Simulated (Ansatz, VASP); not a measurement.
# ZnSe: VASP beside Ansatz

```
Zn Se
1.0
     0.00000    2.77595    2.77595
     2.77595    0.00000    2.77595
     2.77595    2.77595    0.00000
Zn Se
1 1
Direct
  0.00000 0.00000 0.00000
  0.75000 0.75000 0.75000
```

Change from the starting cell: volume scaled by 0.94.

Alike in both runs: task single point; functional LDA; k mesh 8 × 8 × 8; occupations fermi-dirac, width 0.03 eV; no spin polarisation.

|  | VASP | Ansatz |
| --- | --- | --- |
| version | VASP 6.6.1 | Ansatz 0.2.0 |
| potentials or method | VASP PAW LDA potentials, release 64 (Zn, Se), cutoff 520 eV | all-electron LAPW, scalar-relativistic |

Ansatz gave:

| Item | Value |
| --- | --- |
| gap on the k mesh at the Fermi level (eV) | 1.29 |
| pressure (GPa) | 0.6 |

Task: Estimate VASP's values.

Result: gap on the k mesh at the Fermi level (eV): 1.33; pressure (GPa): 1.0.

LDA's correlation is that of Perdew and Zunger in VASP and of Perdew and Wang (1992) in Ansatz. Ansatz ran all-electron here, and VASP with PAW potentials.
